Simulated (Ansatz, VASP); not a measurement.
WS2 in VASP and in Ansatz

```
CELL_PARAMETERS angstrom
3.18152 -1.95033 0.00000
3.18152 1.95033 0.00000
-0.00313 0.00000 4.48660
ATOMIC_POSITIONS crystal
W 0.00000 0.00000 0.00000
S 0.68790 0.68790 0.28890
S 0.31210 0.31210 0.71110
```

Change from the starting cell: volume scaled by 1.02.

Alike in both runs: task single point; functional PBE; k mesh 8 × 8 × 6; occupations fermi-dirac, width 0.05 eV; no spin polarisation.

|  | VASP | Ansatz |
| --- | --- | --- |
| version | VASP 6.6.1 | Ansatz 0.2.0 |
| potentials or method | VASP PAW PBE potentials, release 64 (W_sv, S), cutoff 520 eV | all-electron LAPW, scalar-relativistic |

```tsv
	VASP	Ansatz	Ansatz less VASP
gap on the k mesh at the Fermi level (eV)	none	none	-
pressure (GPa)	-7.6	-7.5	+0.09
traceless stress, the component that is largest in VASP (GPa)	18.86	18.83	-0.026
rms of the force components (eV/Å)	0.711	0.710	-0.0002
```

Atom by atom the forces differ by 0.001 eV/Å (rms over components). A gap of «none» marks a metal or a gap that the smearing closes. Ansatz ran all-electron here, and VASP with PAW potentials.

Spin-orbit coupling is off throughout.
